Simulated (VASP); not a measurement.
# Cu (Fm-3m) in VASP: settings compared

Cu is run at these levels: PBEsol+D3(BJ), RPBE+D3(BJ); tasks: single point.

Program: VASP 6.6.1. These are calculated values, not measurements. Logs are shortened: lines on timing, memory, paths and dates and some standing lists are left out, and cuts for length are marked.

## Step 1: The cell of the first run

It takes space group Fm-3m (No. 225, cubic). Conventional cell: a = 3.686 Å, b = 3.686 Å, c = 3.686 Å, α = 90.00°, β = 90.00°, γ = 90.00°. Within 3.4 Å of Cu (site symmetry m-3m) lie 12 Cu at 2.61 Å.

## Step 2: Single point, PBEsol+D3(BJ)

INCAR

```
PREC = Accurate
ENCUT = 600
EDIFF = 1E-6
ISMEAR = -1
SIGMA = 0.05
LREAL = False
LASPH = True
NELM = 120
ALGO = Normal
ISIF = 2
LWAVE = False
LCHARG = True
GGA = PS
IVDW = 12
LELF = True
LVHAR = True
NBANDS = 12
GGA_COMPAT = False
```

KPOINTS

```
regular mesh
0
Gamma
  13 13 13
```

POSCAR

```
Cu
1.0
    0.0000000000      1.8429501765      1.8429501765
    1.8429501765      0.0000000000      1.8429501765
    1.8429501765      1.8429501765      0.0000000000
Cu
1
Direct
    0.0000000000      0.0000000000      0.0000000000
```

Potentials or basis: VASP PAW PBE potentials, release 64 (Cu).

Run with:

```console
$ cat potpaw_PBE.64/Cu/POTCAR > POTCAR
$ mpirun -np 1 vasp_std > vasp.out
```

OUTCAR:

```text
PREC = Accurate
   ENCUT = 600
   EDIFF = 1E-6
   ISMEAR = -1
   LREAL = False
   LASPH = True
   NELM = 120
   ISIF = 2
   GGA = PS
   IVDW = 12
 IVDW          = 12

 ion  position               nearest neighbor table
   1  0.000  0.000  0.000-

  LATTYP: Found a face centered cubic cell.
 ALAT       =     3.6859003530

  Lattice vectors:

 A1 = (   0.0000000000,   1.8429501765,   1.8429501765)
 A2 = (   1.8429501765,   0.0000000000,   1.8429501765)
 A3 = (   1.8429501765,   1.8429501765,   0.0000000000)

Analysis of symmetry for initial positions (statically):
=====================================================================
 Subroutine PRICEL returns:
 Original cell was already a primitive cell.

 Routine SETGRP: Setting up the symmetry group for a
 face centered cubic supercell.

 Subroutine GETGRP returns: Found 48 space group operations
 (whereof 48 operations were pure point group operations)
 out of a pool of 48 trial point group operations.

The static configuration has the point symmetry O_h .

Analysis of symmetry for dynamics (positions and initial velocities):
=====================================================================
 Subroutine PRICEL returns:
 Original cell was already a primitive cell.

 Routine SETGRP: Setting up the symmetry group for a
 face centered cubic supercell.

 Subroutine GETGRP returns: Found 48 space group operations
 (whereof 48 operations were pure point group operations)
 out of a pool of 48 trial point group operations.

The dynamic configuration has the point symmetry O_h .

 Subroutine INISYM returns: Found 48 space group operations
 (whereof 48 operations are pure point group operations),
 and found     1 'primitive' translations

----------------------------------------------------------------------------------------

                                     Primitive cell

  volume of cell :      12.5190

  direct lattice vectors                    reciprocal lattice vectors
     0.000000000  1.842950177  1.842950177    -0.271304133  0.271304133  0.271304133
     1.842950177  0.000000000  1.842950177     0.271304133 -0.271304133  0.271304133
     1.842950177  1.842950177  0.000000000     0.271304133  0.271304133 -0.271304133

  length of vectors
     2.606325134  2.606325134  2.606325134     0.469912543  0.469912543  0.469912543

  position of ions in fractional coordinates (direct lattice)
     0.000000000  0.000000000  0.000000000

  ion indices of the primitive-cell ions
   primitive index   ion index
                 1           1

----------------------------------------------------------------------------------------

 KPOINTS: regular mesh

Automatic generation of k-mesh.
 Grid dimensions read from file:
 generate k-points for:   13   13   13

 Generating k-lattice:

  Cartesian coordinates                     Fractional coordinates (reciprocal lattice)
    -0.020869549  0.020869549  0.020869549     0.076923077  0.000000000  0.000000000
     0.020869549 -0.020869549  0.020869549     0.000000000  0.076923077  0.000000000
     0.020869549  0.020869549 -0.020869549     0.000000000  0.000000000  0.076923077

  Length of vectors
     0.036147119  0.036147119  0.036147119

  Shift w.r.t. Gamma in fractional coordinates (k-lattice)
     0.000000000  0.000000000  0.000000000

 Subroutine IBZKPT returns following result:
 ===========================================

 Found     84 irreducible k-points:

 Following reciprocal coordinates:
            Coordinates               Weight
  0.000000  0.000000  0.000000      1.000000
  0.076923  0.000000  0.000000      8.000000
  0.153846  0.000000  0.000000      8.000000
  0.230769  0.000000  0.000000      8.000000
  0.307692  0.000000  0.000000      8.000000
  0.384615  0.000000  0.000000      8.000000
[... 16 lines left out ...]
  0.384615  0.153846  0.000000     24.000000
  0.461538  0.153846  0.000000     24.000000
 [... further k-points ...]
   k-points           NKPTS =     84   k-points in BZ     NKDIM =     84   number of bands    NBANDS=     12
   number of dos      NEDOS =    301   number of ions     NIONS =      1
   total plane-waves  NPLWV =  13824
   dimension x,y,z NGX =    24 NGY =   24 NGZ =   24
   dimension x,y,z NGXF=    48 NGYF=   48 NGZF=   48
   ions per type =               1
   NGX,Y,Z   is equivalent  to a cutoff of  15.31, 15.31, 15.31 a.u.
   NGXF,Y,Z  is equivalent  to a cutoff of  30.62, 30.62, 30.62 a.u.
 SYSTEM =  unknown system
   PREC   = accura    normal or accurate (medium, high low for compatibility)
   ISTART =      0    job   : 0-new  1-cont  2-samecut
   ICHARG =      2    charge: 1-file 2-atom 10-const
   ISPIN  =      1    spin polarized calculation?
   LNONCOLLINEAR =      F non collinear calculations
   LSORBIT =      F    spin-orbit coupling
   LASPH  =      T    aspherical Exc in radial PAW
   ENCUT  =  600.0 eV  44.10 Ry    6.64 a.u.   5.21  5.21  5.21*2*pi/ulx,y,z
   NELM   =    120;   NELMIN=  2; NELMDL= -5     # of ELM steps
   EDIFF  = 0.1E-05   stopping-criterion for ELM
   LREAL  =      F    real-space projection
   EDIFFG = 0.1E-04   stopping-criterion for IOM
   NSW    =      0    number of steps for IOM
   IBRION =     -1    ionic relax: 0-MD 1-quasi-New 2-CG
   NFREE  =      0    steps in history (QN), initial steepest desc. (CG)
   ISIF   =      2    stress and relaxation
   ISYM   =      2    0-nonsym 1-usesym 2-fastsym
   POTIM  = 0.5000    time-step for ionic-motion
   TEBEG  =    0.0;   TEEND  =   0.0 temperature during run
   PSTRESS=    0.0 pullay stress
   NELECT =      11.0000    total number of electrons
   NUPDOWN=      -1.0000    fix difference up-down
   EMIN   =  10.00;   EMAX   =-10.00  energy-range for DOS
   EFERMI =   0.00;   METHOD = LEGACY
   ISMEAR =    -1;   SIGMA  =   0.05  broadening in eV -4-tet -1-fermi 0-gaus
   EFERMI_NEDOS =   21; number of points for ismear=-14 and -15
   IALGO  =     38    algorithm
   IMIX   =      4    mixing-type and parameters
     AMIX     =   0.40;   BMIX     =  1.00
     AMIX_MAG =   1.60;   BMIX_MAG =  1.00
  volume/ion in A,a.u.               =      12.52        84.48
  Fermi-wavevector in a.u.,A,eV,Ry     =   1.568010  2.963109 33.452033  2.458655
  Thomas-Fermi vector in A             =   2.670105
   LORBIT       =      0    0 simple, 1 ext, 2 COOP (PROOUT), +10 PAW based schemes
   GGA     = PS    functional components
   LHFCALC =     F    Hartree Fock is set to
   AEXX    =    0.0000 exact exchange contribution
   IVDW    =    12    specifies the selected vdW correction
   LEPSILON=     F    determine dielectric tensor
   LRPA    =     F    only Hartree local field effects (RPA)
 non-spin polarized calculation
  energy-cutoff  :      600.00
  volume of cell :       12.52
 maximum number of plane-waves:       431
 NGX is ok and might be reduce to    24
   NGX = 11   NGY = 11   NGZ = 11

 number of electron      11.0000003 magnetization

 Free energy of the ion-electron system (eV)
  ---------------------------------------------------
  ext. energy  EPLUGINS =         0.00000000
  ---------------------------------------------------
  free energy    TOTEN  =        -4.26107715 eV

  energy without entropy =       -4.25831374  energy(sigma->0) =       -4.25969545

 E-fermi :   6.8495     XC(G=0): -12.5721

 val. band max:        6.6608023592   @ k =   0.4615   0.2308   0.0000
 cond. band min:       6.8638362891   @ k =   0.4615   0.3077   0.0000
 fundamental gap:      0.2030339299
 Fermi energy:         6.8495315901

 k-point     1 :       0.0000    0.0000    0.0000
  band No.  band energies     occupation
      1      -2.2504      2.00000
      2       3.8423      2.00000
      3       3.8423      2.00000
      4       3.8423      2.00000
      5       4.6020      2.00000
      6       4.6020      2.00000
      7      28.8158      0.00000
      8      30.9840      0.00000
      9      30.9840      0.00000
     10      30.9840      0.00000
     11      33.4300      0.00000
     12      33.4300      0.00000

 k-point     2 :       0.0769    0.0000    0.0000
  band No.  band energies     occupation
      1      -2.0440      2.00000
      2       3.8016      2.00000
      3       3.8790      2.00000
      4       3.8790      2.00000
      5       4.5883      2.00000
      6       4.5883      2.00000
      7      27.2050      0.00000
      8      29.5261      0.00000
      9      30.3775      0.00000
     10      30.3775      0.00000
     11      34.3394      0.00000
     12      34.3394      0.00000

 k-point     3 :       0.1538    0.0000    0.0000
  band No.  band energies     occupation
      1      -1.4379      2.00000
      2       3.7021      2.00000
      3       3.9585      2.00000
      4       3.9585      2.00000
      5       4.5755      2.00000
      6       4.5755      2.00000
      7      23.3713      0.00000
      8      29.1909      0.00000
      9      29.4709      0.00000
     10      29.4709      0.00000
     11      35.3725      0.00000
     12      35.8292      0.00000
[... 286 lines left out ...]
 k-point    23 :       0.3846    0.1538    0.0000
  band No.  band energies     occupation
      1       1.5431      2.00000
      2       3.3706      2.00000
      3       3.8000      2.00000
      4       4.1680      2.00000
      5       5.0519      2.00000
      6       5.3255      2.00000
      7      15.4663      0.00000
      8      23.9872      0.00000
      9      24.3495      0.00000
     10      26.4678      0.00000
     11      35.0013      0.00000
     12      36.6590      0.00000

 k-point    24 :       0.4615    0.1538    0.0000
  band No.  band energies     occupation
      1       2.1575      2.00000
      2       3.5295      2.00000
      3       3.8560      2.00000
      4       4.0999      2.00000
      5       5.1359      2.00000
      6       6.3660      1.99987
      7      12.4558      0.00000
      8      22.9489      0.00000
      9      24.1613      0.00000
     10      26.3768      0.00000
     11      35.7794      0.00000
     12      35.9867      0.00000

 [... further k-points ...]

------------------------ aborting loop because EDIFF is reached ----------------------------------------

 Edisp (eV)   -0.49419

 E8    (eV) :    -0.3225

  FORCE on cell =-STRESS in cart. coord.  units (eV):
  Direction    XX          YY          ZZ          XY          YZ          ZX
  --------------------------------------------------------------------------------------
  -------------------------------------------------------------------------------------
  Total      -1.48255    -1.48255    -1.48255    -0.00000    -0.00000     0.00000
  in kB    -189.73599  -189.73599  -189.73599    -0.00000    -0.00000     0.00000
  external pressure =     -189.74 kB  Pullay stress =        0.00 kB

 VOLUME and BASIS-vectors are now :
 -----------------------------------------------------------------------------
  energy-cutoff  :      600.00
  volume of cell :       12.52
      direct lattice vectors                 reciprocal lattice vectors
     0.000000000  1.842950177  1.842950177    -0.271304133  0.271304133  0.271304133
     1.842950177  0.000000000  1.842950177     0.271304133 -0.271304133  0.271304133
     1.842950177  1.842950177  0.000000000     0.271304133  0.271304133 -0.271304133

 POSITION                                       TOTAL-FORCE (eV/Angst)
 -----------------------------------------------------------------------------------
      0.00000      0.00000      0.00000         0.000000      0.000000      0.000000
 -----------------------------------------------------------------------------------
    total drift:                               -0.000000      0.000000      0.000000

  FREE ENERGIE OF THE ION-ELECTRON SYSTEM (eV)
  ---------------------------------------------------
  free  energy   TOTEN  =        -4.7552643864 eV

  energy  without entropy=       -4.7525009719  energy(sigma->0) =       -4.75388268
```

Run time: 9.4 s. Hardware: 1 thread of Intel Xeon Platinum 8488C (Sapphire Rapids), shared host; peak memory 0.15 GiB.

What came out:

```yaml
Free_energy: -4.7553 eV
Pressure: -19.0 GPa
Dispersion_energy_per_atom: -0.494 eV
```

Caveat: the PAW data sets were made with another functional, which shifts forces and pressure a little; pairwise dispersion overbinds metals, which lowers pressure and volume.

## Step 3: Single point, RPBE+D3(BJ)

This run uses another cell than the first one, of 12.28 Å³/atom, 0.981 times its volume.

INCAR

```
PREC = Accurate ; ENCUT = 600
EDIFF = 1E-6 ; ISMEAR = -1
SIGMA = 0.05 ; LREAL = F
LASPH = T ; NELM = 120
ALGO = Normal ; ISIF = 2
LWAVE = F ; LCHARG = F
GGA = RP ; IVDW = 12
NBANDS = 12 ; GGA_COMPAT = F
```

KPOINTS is that of step 2.

POSCAR

```
Cu
1.0
    0.0000000000      1.8312856224      1.8312856224
    1.8312856224      0.0000000000      1.8312856224
    1.8312856224      1.8312856224      0.0000000000
Cu
1
Direct
    0.0000000000      0.0000000000      0.0000000000
```

Potentials or basis: VASP PAW PBE potentials, release 64 (Cu).

Run with:

```console
$ cat potpaw_PBE.64/Cu/POTCAR > POTCAR
$ mpirun -np 1 vasp_std > vasp.out
```

Run time: 8.8 s. Hardware: 1 thread of Intel Xeon Platinum 8488C (Sapphire Rapids), shared host; peak memory 0.15 GiB.

Results (log left out):

```yaml
Free_energy: -6.0234 eV
Pressure: -35.2 GPa
Dispersion_energy_per_atom: -2.767 eV
```

Levels at points of the mesh, in eV from the Fermi level:
| k point | band 4 | band 5 | band 6 | band 7 | band 8 | band 9 |
| --- | --- | --- | --- | --- | --- | --- |
| (0.00, 0.00, 0.00) | -3.08 | -2.31 | -2.31 | 22.05 | 24.49 | 24.49 |

Caveat: the PAW data sets were made with another functional, which shifts forces and pressure a little; pairwise dispersion overbinds metals, which lowers pressure and volume.

## Step 4: Single point, RPBE+D3(BJ)

INCAR

```
SYSTEM = Cu
PREC = Accurate
ENCUT = 600
EDIFF = 1E-6
ISMEAR = -1
SIGMA = 0.05
LREAL = .FALSE.
LASPH = .TRUE.
NELM = 120
ALGO = Normal
ISIF = 2
LWAVE = .FALSE.
LCHARG = .FALSE.
GGA = RP
IVDW = 12
NBANDS = 12
GGA_COMPAT = .FALSE.
```

KPOINTS

```
regular mesh
0
G
  13 13 13
  0 0 0
```

POSCAR

```
Cu
1.0
    0.0000000000      1.8429501765      1.8429501765
    1.8429501765      0.0000000000      1.8429501765
    1.8429501765      1.8429501765      0.0000000000
Cu
1
Direct
    0.0000000000      0.0000000000      0.0000000000
```

Run with:

```console
$ cat potpaw_PBE.64/Cu/POTCAR > POTCAR
$ mpirun -np 1 vasp_std > vasp.out
```

Run time: 8.8 s. Hardware: 1 thread of Intel Xeon Platinum 8488C (Sapphire Rapids), shared host; peak memory 0.15 GiB.

The run converged. Its results:

```yaml
Free_energy: -5.9705 eV
Pressure: -36.5 GPa
Dispersion_energy_per_atom: -2.714 eV
```

Levels at points of the mesh, in eV from the Fermi level:
```tsv
k point	band 2	band 3	band 4	band 5	band 6	band 7	band 8	band 9	band 10	band 11
(0.00, 0.00, 0.00)	-3.02	-3.02	-3.02	-2.27	-2.27	21.90	24.20	24.20	24.20	26.62
```

Caveat: the PAW data sets were made with another functional, which shifts forces and pressure a little; pairwise dispersion overbinds metals, which lowers pressure and volume.

## Step 5: Overview

| level | cell | gap on the mesh (eV) | pressure (GPa) |
| --- | --- | --- | --- |
| PBEsol+D3(BJ) | a = 2.606 Å, angles 60.0°, 1 atom | none | -19.0 |
| RPBE+D3(BJ) | a = 2.590 Å, angles 60.0°, 1 atom | none | -35.2 |
| RPBE+D3(BJ) | a = 2.606 Å, angles 60.0°, 1 atom | none | -36.5 |

Alike in all rows: task single point; potentials or basis VASP PAW PBE potentials, release 64 (Cu); no spin polarisation; k mesh 13 × 13 × 13; cutoff (eV) 600; smearing fermi-dirac 0.05 eV.

Caveats: the PAW data sets were made with another functional, which shifts forces and pressure a little; pairwise dispersion overbinds metals, which lowers pressure and volume.

Total energies depend on the potentials used, so only differences within one code and one set of settings carry meaning.
